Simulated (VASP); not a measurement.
S:

```xyz
1
Lattice="-1.6650 1.6650 1.6650 1.6650 -1.6650 1.6650 1.6650 1.6650 -1.6650" Properties=species:S:1:pos:R:3 pbc="T T T"
S     0.0000    0.0000    0.0000
```

This isn't the form of S at room conditions, which is orthorhombic, of S8 rings.

```yaml
Program: VASP 6.6.1
Task: relaxation of cell and atoms
Functional: PBE
Potentials_or_basis: VASP PAW PBE potentials, release 64 (S)
Cutoff: 500 eV
k_mesh: 9 × 9 × 9
Occupations: gaussian, width 0.05 eV
Spin: no spin polarisation
```

At the start: pressure -9.1 GPa; volume 18.46 Å³/atom.

Task: Where does the relaxation end?

Result: Over 3 steps the energy falls by 78.8 meV/atom and the volume is 16.02 Å³/atom (-13.2 %); space group Im-3m (No. 229, to 0.1 Å) before and after.

The path:
```tsv
step	energy change (eV)	largest force (eV/Å)	pressure (GPa)	volume (Å³)
1	0.0000	0.0000	-9.10	18.46
2	-0.0779	0.0000	1.26	15.80
3	-0.0788	0.0000	0.06	16.02
```

Final structure:
```yaml
crystal:
  lattice:
    - [-1.58802, 1.58802, 1.58802]
    - [1.58802, -1.58802, 1.58802]
    - [1.58802, 1.58802, -1.58802]
  atoms:
    - { symbol: S, position: [0.00000, 0.00000, 0.00000] }
```
